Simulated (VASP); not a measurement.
# Y: single point with PBEsol

The system is Y.

```
Y
1.0
     3.59331    0.00000    0.00000
    -1.79666    3.11190    0.00000
     0.00000    0.00000   11.68405
Y
4
Cartesian
  1.7967 1.0373 8.7630
  0.0000 0.0000 5.8420
  0.0000 2.0746 2.9210
  0.0000 0.0000 0.0000
```

| Property | Result |
| --- | --- |
| Program | VASP 6.6.1 |
| Task | single point |
| Functional | PBEsol |
| Potentials or basis | VASP PAW PBE potentials, release 64 (Y_sv) |
| Cutoff | 520 eV |
| k mesh | 8 × 8 × 3 |
| Occupations | fermi-dirac, width 0.05 eV |
| Spin | no spin polarisation |

```json
{
 "Pressure": "-2.3 GPa",
 "Band gap on the k mesh": "zero (bands 22 and 23 overlap by 1.05 eV)"
}
```

Stress tensor (GPa, compression positive):
```
-2.11  0.00  0.00
 0.00 -2.11  0.00
 0.00  0.00 -2.62
```

Levels at points of the mesh, in eV from the Fermi level:
| k point | band 20 | band 21 | band 22 | band 23 | band 24 | band 25 |
| --- | --- | --- | --- | --- | --- | --- |
| (0.00, 0.00, 0.00) | -1.97 | 0.67 | 0.74 | 0.79 | 1.63 | 1.63 |
| (0.50, 0.00, 0.00) | -1.22 | -0.53 | -0.48 | -0.31 | 0.41 | 0.75 |

Run time: 110 s on 1 thread of AMD EPYC 7R13 Processor (Zen 3) (shared host), peak memory 0.25 GiB.

Caveat: the PAW data sets were made with another functional, which shifts forces and pressure a little.
